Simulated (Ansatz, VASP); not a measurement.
# Na2Hg in VASP and in Ansatz

```xyz
6
Lattice="5.4279 0.0000 0.0000 -2.7140 4.7007 0.0000 0.0000 0.0000 6.7516" Properties=species:S:1:pos:R:3 pbc="T T T"
Na    0.0000    3.1338    1.6879
Na    2.7140    1.5669    5.0637
Na    0.0000    0.0000    0.0000
Na    0.0000    0.0000    3.3758
Hg    0.0000    3.1338    5.0637
Hg    2.7140    1.5669    1.6879
```

Alike in both runs: functional PBE; k mesh 12 × 12 × 6; occupations fermi-dirac, width 0.15 eV; no spin polarisation.

Ansatz relaxed the structure, and its values are those at the end. VASP's run is a single point on that final structure, the one shown.

|  | VASP | Ansatz |
| --- | --- | --- |
| version | VASP 6.6.1 | Ansatz 0.2.0 |
| potentials or method | VASP PAW PBE potentials, release 64 (Na_pv, Hg), cutoff 520 eV | scalar-relativistic, plane waves, PAW |
| valence electrons in the cell | 52 | 76 |

```csv
,VASP,Ansatz,Ansatz less VASP
gap on the k mesh at the Fermi level (eV),none,none,-
pressure (GPa),0.0,0.0,+0.01
```

A gap of «none» marks a metal or a gap that the smearing closes. VASP's potentials hold 52 valence electrons a cell and Ansatz's 76, so a difference there can come from the potentials and not from the codes.

Spin-orbit coupling is off throughout.
